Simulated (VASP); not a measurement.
# MgO (I4/mmm) in VASP: further runs

The runs below take MgO through single point, with PBEsol.

Program: VASP 6.6.1. These are calculated values, not measurements. Logs are shortened: lines on timing, memory, paths and dates and some standing lists are left out, and cuts for length are marked.

**1. The cell of the first run**

It takes space group I4/mmm (No. 139, tetragonal). The conventional cell has a = 3.010 Å, b = 3.010 Å, c = 4.189 Å, α = 90.00°, β = 90.00°, γ = 90.00°. Within 2.8 Å of Mg (site symmetry 4/mmm) lie 6 O at 2.09 to 2.13 Å. Within 2.8 Å of O (site symmetry 4/mmm) lie 6 Mg at 2.09 to 2.13 Å.

**2. Single point, PBEsol (in-plane strain +0.01, then relaxed in part)**

Contents of INCAR:

```
PREC = Accurate ; ENCUT = 520
EDIFF = 1E-7 ; ISMEAR = 0
SIGMA = 0.01 ; LREAL = F
LASPH = T ; NELM = 80
ALGO = Normal ; ISIF = 2
LWAVE = F ; LCHARG = T
GGA = PS ; LELF = T
LVHAR = T ; NBANDS = 11
```

Contents of KPOINTS:

```
Automatic mesh
0
Gamma
  10 10 10
```

Contents of POSCAR:

```
MgO
1.0
    2.1282111539      2.1282111539      0.0000000000
   -2.1282111539      2.1282111539      0.0000000000
    0.0000000000      2.1282111539      2.0944969178
Mg O
1 1
Direct
    0.0000000000      0.0000000000      0.0000000000
    0.5000000000      0.5000000000      0.0000000000
```

Potentials or basis: VASP PAW PBE potentials, release 64 (Mg, O).

The run is started by

```sh
> cat potpaw_PBE.64/Mg/POTCAR potpaw_PBE.64/O/POTCAR > POTCAR
> mpirun -np 1 vasp_std > vasp.out
```

OUTCAR:

```text
PREC = Accurate
   ENCUT = 520
   EDIFF = 1E-7
   ISMEAR = 0
   LREAL = F
   LASPH = T
   NELM = 80
   ISIF = 2
   GGA = PS

 ion  position               nearest neighbor table
   1  0.000  0.000  0.000-   2 2.09   2 2.09   2 2.13   2 2.13   2 2.13   2 2.13
   2  0.500  0.500  0.000-   1 2.09   1 2.09   1 2.13   1 2.13   1 2.13   1 2.13

  LATTYP: Found a body centered tetragonal cell.
 ALAT       =     3.0097450774
 C/A-ratio  =     1.3918101792

  Lattice vectors:

 A1 = (   2.1282111539,   0.0000000000,  -2.0944969178)
 A2 = (  -2.1282111539,   0.0000000000,  -2.0944969178)
 A3 = (   0.0000000000,   2.1282111539,   2.0944969178)

Analysis of symmetry for initial positions (statically):
=====================================================================
 Subroutine PRICEL returns:
 Original cell was already a primitive cell.

 Routine SETGRP: Setting up the symmetry group for a
 body centered tetragonal supercell.

 Subroutine GETGRP returns: Found 16 space group operations
 (whereof 16 operations were pure point group operations)
 out of a pool of 16 trial point group operations.

The static configuration has the point symmetry D_4h.

Analysis of symmetry for dynamics (positions and initial velocities):
=====================================================================
 Subroutine PRICEL returns:
 Original cell was already a primitive cell.

 Routine SETGRP: Setting up the symmetry group for a
 body centered tetragonal supercell.

 Subroutine GETGRP returns: Found 16 space group operations
 (whereof 16 operations were pure point group operations)
 out of a pool of 16 trial point group operations.

The dynamic configuration has the point symmetry D_4h.

 Subroutine INISYM returns: Found 16 space group operations
 (whereof 16 operations are pure point group operations),
 and found     1 'primitive' translations

----------------------------------------------------------------------------------------

                                     Primitive cell

  volume of cell :      18.9731

  direct lattice vectors                    reciprocal lattice vectors
     2.128211154  2.128211154  0.000000000     0.234939094  0.234939094 -0.238720810
    -2.128211154  2.128211154  0.000000000    -0.234939094  0.234939094 -0.238720810
     0.000000000  2.128211154  2.094496918     0.000000000  0.000000000  0.477441619

  length of vectors
     3.009745077  3.009745077  2.986000679     0.409121474  0.409121474  0.477441619

  position of ions in fractional coordinates (direct lattice)
     0.000000000  0.000000000  0.000000000
     0.500000000  0.500000000  0.000000000

  ion indices of the primitive-cell ions
   primitive index   ion index
                 1           1
                 2           2

----------------------------------------------------------------------------------------

 KPOINTS: Automatic mesh

Automatic generation of k-mesh.
 Grid dimensions read from file:
 generate k-points for:   10   10   10

 Generating k-lattice:

  Cartesian coordinates                     Fractional coordinates (reciprocal lattice)
     0.023493909  0.023493909 -0.023872081     0.100000000  0.000000000  0.000000000
    -0.023493909  0.023493909 -0.023872081     0.000000000  0.100000000  0.000000000
     0.000000000  0.000000000  0.047744162     0.000000000  0.000000000  0.100000000

  Length of vectors
     0.040912147  0.040912147  0.047744162

  Shift w.r.t. Gamma in fractional coordinates (k-lattice)
     0.000000000  0.000000000  0.000000000

 Subroutine IBZKPT returns following result:
 ===========================================

 Found    102 irreducible k-points:

 Following reciprocal coordinates:
            Coordinates               Weight
  0.000000  0.000000  0.000000      1.000000
  0.100000  0.000000  0.000000      8.000000
  0.200000  0.000000  0.000000      8.000000
  0.300000  0.000000 -0.000000      8.000000
  0.400000  0.000000  0.000000      8.000000
  0.500000  0.000000  0.000000      4.000000
[... 16 lines left out ...]
  0.300000  0.300000 -0.000000      8.000000
  0.400000  0.300000  0.000000     16.000000
 [... further k-points ...]
   k-points           NKPTS =    102   k-points in BZ     NKDIM =    102   number of bands    NBANDS=     11
   number of dos      NEDOS =    301   number of ions     NIONS =      2
   total plane-waves  NPLWV =  13824
   dimension x,y,z NGX =    24 NGY =   24 NGZ =   24
   dimension x,y,z NGXF=    48 NGYF=   48 NGZF=   48
   ions per type =               1   1
   NGX,Y,Z   is equivalent  to a cutoff of  13.26, 13.26, 13.36 a.u.
   NGXF,Y,Z  is equivalent  to a cutoff of  26.51, 26.51, 26.72 a.u.
 SYSTEM =  unknown system
   PREC   = accura    normal or accurate (medium, high low for compatibility)
   ISTART =      0    job   : 0-new  1-cont  2-samecut
   ICHARG =      2    charge: 1-file 2-atom 10-const
   ISPIN  =      1    spin polarized calculation?
   LNONCOLLINEAR =      F non collinear calculations
   LSORBIT =      F    spin-orbit coupling
   LASPH  =      T    aspherical Exc in radial PAW
   ENCUT  =  520.0 eV  38.22 Ry    6.18 a.u.   5.60  5.60  5.55*2*pi/ulx,y,z
   NELM   =     80;   NELMIN=  2; NELMDL= -5     # of ELM steps
   EDIFF  = 0.1E-06   stopping-criterion for ELM
   LREAL  =      F    real-space projection
   EDIFFG = 0.1E-05   stopping-criterion for IOM
   NSW    =      0    number of steps for IOM
   IBRION =     -1    ionic relax: 0-MD 1-quasi-New 2-CG
   NFREE  =      0    steps in history (QN), initial steepest desc. (CG)
   ISIF   =      2    stress and relaxation
   ISYM   =      2    0-nonsym 1-usesym 2-fastsym
   POTIM  = 0.5000    time-step for ionic-motion
   TEBEG  =    0.0;   TEEND  =   0.0 temperature during run
   PSTRESS=    0.0 pullay stress
   NELECT =       8.0000    total number of electrons
   NUPDOWN=      -1.0000    fix difference up-down
   EMIN   =  10.00;   EMAX   =-10.00  energy-range for DOS
   EFERMI =   0.00;   METHOD = LEGACY
   ISMEAR =     0;   SIGMA  =   0.01  broadening in eV -4-tet -1-fermi 0-gaus
   EFERMI_NEDOS =   21; number of points for ismear=-14 and -15
   IALGO  =     38    algorithm
   IMIX   =      4    mixing-type and parameters
     AMIX     =   0.40;   BMIX     =  1.00
     AMIX_MAG =   1.60;   BMIX_MAG =  1.00
  volume/ion in A,a.u.               =       9.49        64.02
  Fermi-wavevector in a.u.,A,eV,Ry     =   1.227604  2.319836 20.504151  1.507013
  Thomas-Fermi vector in A             =   2.362561
   LORBIT       =      0    0 simple, 1 ext, 2 COOP (PROOUT), +10 PAW based schemes
   GGA     = PS    functional components
   LHFCALC =     F    Hartree Fock is set to
   AEXX    =    0.0000 exact exchange contribution
   IVDW    =     0    specifies the selected vdW correction
   LEPSILON=     F    determine dielectric tensor
   LRPA    =     F    only Hartree local field effects (RPA)
 non-spin polarized calculation
 Gauss-broadening in eV      SIGMA  =   0.01
  energy-cutoff  :      520.00
  volume of cell :       18.97
 maximum number of plane-waves:       532
 NGX is ok and might be reduce to    24
   NGX = 11   NGY = 11   NGZ = 11

 number of electron       8.0000005 magnetization

 Free energy of the ion-electron system (eV)
  ---------------------------------------------------
  ext. energy  EPLUGINS =         0.00000000
  ---------------------------------------------------
  free energy    TOTEN  =       -12.50825179 eV

  energy without entropy =      -12.50825179  energy(sigma->0) =      -12.50825179

 E-fermi :   3.0734     XC(G=0): -11.2354

 val. band max:        2.9637386546   @ k =   0.0000   0.0000   0.0000
 cond. band min:       7.4367535696   @ k =   0.0000   0.0000   0.0000
 fundamental gap:      4.4730149150
 Fermi energy:         3.0734018185

 k-point     1 :       0.0000    0.0000    0.0000
  band No.  band energies     occupation
      1     -14.1750      2.00000
      2       2.9269      2.00000
      3       2.9637      2.00000
      4       2.9637      2.00000
      5       7.4368      0.00000
      6      18.4454      0.00000
      7      18.4454      0.00000
      8      18.6126      0.00000
      9      22.3039      0.00000
     10      23.9075      0.00000
     11      24.4306      0.00000

 k-point     2 :       0.1000    0.0000    0.0000
  band No.  band energies     occupation
      1     -14.0701      2.00000
      2       2.2901      2.00000
      3       2.8761      2.00000
      4       2.8937      2.00000
      5       8.0731      0.00000
      6      17.2423      0.00000
      7      18.6762      0.00000
      8      18.7969      0.00000
      9      23.1953      0.00000
     10      23.6384      0.00000
     11      23.9612      0.00000

 k-point     3 :       0.2000    0.0000    0.0000
  band No.  band energies     occupation
      1     -13.7813      2.00000
      2       0.9680      2.00000
      3       2.7140      2.00000
      4       2.7166      2.00000
      5       9.2678      0.00000
      6      15.7312      0.00000
      7      19.1151      0.00000
      8      19.2977      0.00000
      9      22.5593      0.00000
     10      22.8810      0.00000
     11      24.8370      0.00000

 k-point     4 :       0.3000    0.0000   -0.0000
  band No.  band energies     occupation
      1     -13.3919      2.00000
      2      -0.3467      2.00000
      3       2.5088      2.00000
      4       2.5235      2.00000
      5      10.1960      0.00000
      6      15.0406      0.00000
      7      19.1592      0.00000
      8      19.4602      0.00000
      9      23.0724      0.00000
     10      23.2320      0.00000
     11      24.2440      0.00000
[... 239 lines left out ...]
 k-point    22 :      -0.2000    0.2000    0.0000
  band No.  band energies     occupation
      1     -13.6713      2.00000
      2       0.9241      2.00000
      3       2.4020      2.00000
      4       2.4661      2.00000
      5       9.9281      0.00000
      6      14.7790      0.00000
      7      19.2848      0.00000
      8      19.6682      0.00000
      9      19.6911      0.00000
     10      25.4823      0.00000
     11      28.6102      0.00000

 k-point    23 :       0.3000    0.3000   -0.0000
  band No.  band energies     occupation
      1     -12.7540      2.00000
      2      -0.5327      2.00000
      3       0.2859      2.00000
      4       2.1045      2.00000
      5      12.9008      0.00000
      6      14.6205      0.00000
      7      15.7333      0.00000
      8      20.2838      0.00000
      9      22.3398      0.00000
     10      24.4979      0.00000
     11      29.2479      0.00000

 k-point    24 :       0.4000    0.3000    0.0000
  band No.  band energies     occupation
      1     -12.6697      2.00000
      2      -0.6063      2.00000
      3       0.2796      2.00000
      4       1.9312      2.00000
      5      12.8814      0.00000
      6      14.7557      0.00000
      7      15.2686      0.00000
      8      20.4909      0.00000
      9      21.3066      0.00000
     10      26.6485      0.00000
     11      29.8627      0.00000

 [... further k-points ...]
[... 5 lines left out ...]
  --------------------------------------------------------------------------------------
  -------------------------------------------------------------------------------------
  Total       -0.4273061     -0.4273061     -0.0610886      0.0000000     -0.0000000      0.0000000
  in kB      -36.0836514    -36.0836514     -5.1585977      0.0000000     -0.0000000      0.0000000
  external PRESSURE =     -25.7753002 kB  Pullay stress =       0.0000000 kB

 VOLUME and BASIS-vectors are now :
 -----------------------------------------------------------------------------
  energy-cutoff  :      520.00
  volume of cell :       18.97
      direct lattice vectors                 reciprocal lattice vectors
     2.128211154  2.128211154  0.000000000     0.234939094  0.234939094 -0.238720810
    -2.128211154  2.128211154  0.000000000    -0.234939094  0.234939094 -0.238720810
     0.000000000  2.128211154  2.094496918     0.000000000  0.000000000  0.477441619

 POSITION                                       TOTAL-FORCE (eV/Angst)
 -----------------------------------------------------------------------------------
      0.00000      0.00000      0.00000        -0.000000     -0.000000      0.000000
      0.00000      2.12821      0.00000         0.000000      0.000000      0.000000
 -----------------------------------------------------------------------------------
    total drift:                                0.000000     -0.000000     -0.000000

  FREE ENERGIE OF THE ION-ELECTRON SYSTEM (eV)
  ---------------------------------------------------
  free  energy   TOTEN  =       -12.5082517880 eV

  energy  without entropy=      -12.5082517880  energy(sigma->0) =      -12.50825179
```

Run time: 25 s. Hardware: 1 thread of Intel Xeon 8259CL, shared host; peak memory 0.15 GiB.

What came out:

| Item | Value |
| --- | --- |
| Free energy | -12.5083 eV |
| Pressure | -2.6 GPa |
| Band gap on the k mesh | 4.47 eV |

Stress tensor (GPa, compression positive):
```
-3.61  0.00  0.00
 0.00 -3.61  0.00
 0.00  0.00 -0.52
```

Levels at points of the mesh, in eV from the valence-band top:
| k point | band 1 | band 2 | band 3 | band 4 | band 5 | band 6 | band 7 | band 8 |
| --- | --- | --- | --- | --- | --- | --- | --- | --- |
| (0.00, 0.00, 0.00) | -17.14 | -0.04 | 0.00 | 0.00 | 4.47 | 15.48 | 15.48 | 15.65 |
| (0.50, 0.00, 0.00) | -15.86 | -4.62 | -0.67 | -0.64 | 7.64 | 12.32 | 15.83 | 16.19 |
| (0.50, 0.50, 0.00) | -15.62 | -4.11 | -1.38 | -1.28 | 8.95 | 9.71 | 12.73 | 18.51 |
| (0.00, 0.00, 0.50) | -15.58 | -4.06 | -1.40 | -1.40 | 8.78 | 9.69 | 12.94 | 18.47 |

Caveat: the cell differs from its parent crystal (in-plane strain +0.01, then relaxed in part); the PAW data sets were made with another functional, which shifts forces and pressure a little.

**3. Single point, PBEsol (in-plane strain +0.01)**

Contents of INCAR:

```
SYSTEM = MgO
PREC     = Accurate       ! precision mode
ENCUT    = 520            ! plane-wave cutoff, eV
EDIFF    = 1E-6           ! SCF threshold, eV
ISMEAR   = 0              ! smearing method
SIGMA    = 0.01           ! smearing width, eV
LREAL    = .FALSE.        ! projectors in reciprocal space
LASPH    = .TRUE.         ! aspherical terms in the spheres
NELM     = 80             ! most SCF steps
ALGO     = Normal         ! electronic algorithm
ISIF     = 2              ! what is computed and relaxed
LWAVE    = .FALSE.        ! write WAVECAR
LCHARG   = .FALSE.        ! write CHGCAR
GGA      = PS             ! functional
NBANDS   = 11             ! bands
```

Contents of KPOINTS:

```
Automatic mesh
0
G
  10 10 10
  0 0 0
```

POSCAR is that of step 2.

Potentials or basis: VASP PAW PBE potentials, release 64 (Mg, O).

The run is started by

```sh
> cat potpaw_PBE.64/Mg/POTCAR potpaw_PBE.64/O/POTCAR > POTCAR
> mpirun -np 1 vasp_std > vasp.out
```

It took 24 s on 1 thread of Intel Xeon 8259CL, shared host; peak memory 0.15 GiB.

The run converged. Its results:

```yaml
Free_energy: -12.5083 eV
Pressure: -2.6 GPa
Band_gap_on_the_k_mesh: 4.47 eV
```

Stress tensor (GPa, compression positive):
```
-3.63  0.00  0.00
 0.00 -3.63  0.00
 0.00  0.00 -0.53
```

Levels at points of the mesh, in eV from the valence-band top:
| k point | band 2 | band 3 | band 4 | band 5 | band 6 | band 7 |
| --- | --- | --- | --- | --- | --- | --- |
| (0.00, 0.00, 0.00) | -0.04 | 0.00 | 0.00 | 4.47 | 15.48 | 15.48 |
| (0.50, 0.00, 0.00) | -4.62 | -0.67 | -0.64 | 7.63 | 12.32 | 15.83 |
| (0.50, 0.50, 0.00) | -4.11 | -1.38 | -1.28 | 8.95 | 9.71 | 12.73 |
| (0.00, 0.00, 0.50) | -4.06 | -1.40 | -1.40 | 8.78 | 9.69 | 12.94 |

Caveat: the cell differs from its parent crystal (in-plane strain +0.01); the PAW data sets were made with another functional, which shifts forces and pressure a little.

**4. Single point, PBEsol (in-plane strain +0.02, then relaxed in part)**

Contents of INCAR:

```
SYSTEM = MgO
ALGO = Normal
EDIFF = 1E-6
ENCUT = 520
GGA = PS
ISIF = 2
ISMEAR = 0
LASPH = .TRUE.
LCHARG = .FALSE.
LREAL = .FALSE.
LWAVE = .FALSE.
NBANDS = 11
NELM = 60
PREC = Accurate
SIGMA = 0.01
```

Contents of KPOINTS:

```
k-points
0
G
  10 10 10
  0 0 0
```

Contents of POSCAR:

```
MgO
1.0
    2.1492825514      2.1492825514      0.0000000000
   -2.1492825514      2.1492825514      0.0000000000
    0.0000000000      2.1492825514      2.0824739174
Mg O
1 1
Direct
    0.0000000000      0.0000000000      0.0000000000
    0.5000000000      0.5000000000      0.0000000000
```

The run is started by

```sh
> cat potpaw_PBE.64/Mg/POTCAR potpaw_PBE.64/O/POTCAR > POTCAR
> mpirun -np 1 vasp_std > vasp.out
```

Run time: 26 s. Hardware: 1 thread of Intel Xeon 8259CL, shared host; peak memory 0.15 GiB.

It converged, with:

* Free energy: -12.4972 eV
* Pressure: -4.4 GPa
* Band gap on the k mesh: 4.33 eV

Stress tensor (GPa, compression positive):
```
-6.31  0.00  0.00
 0.00 -6.31  0.00
 0.00  0.00 -0.51
```

Levels at points of the mesh, in eV from the valence-band top:
| k point | band 1 | band 2 | band 3 | band 4 | band 5 | band 6 | band 7 | band 8 |
| --- | --- | --- | --- | --- | --- | --- | --- | --- |
| (0.00, 0.00, 0.00) | -17.08 | -0.08 | 0.00 | 0.00 | 4.33 | 15.35 | 15.35 | 15.67 |
| (0.50, 0.00, 0.00) | -15.84 | -4.57 | -0.69 | -0.63 | 7.53 | 12.14 | 15.52 | 16.23 |
| (0.50, 0.50, 0.00) | -15.62 | -4.09 | -1.40 | -1.21 | 8.98 | 9.56 | 12.50 | 18.21 |
| (0.00, 0.00, 0.50) | -15.53 | -3.97 | -1.44 | -1.44 | 8.65 | 9.53 | 12.92 | 18.14 |

Caveat: the cell differs from its parent crystal (in-plane strain +0.02, then relaxed in part); the cell stands under tension; the PAW data sets were made with another functional, which shifts forces and pressure a little.
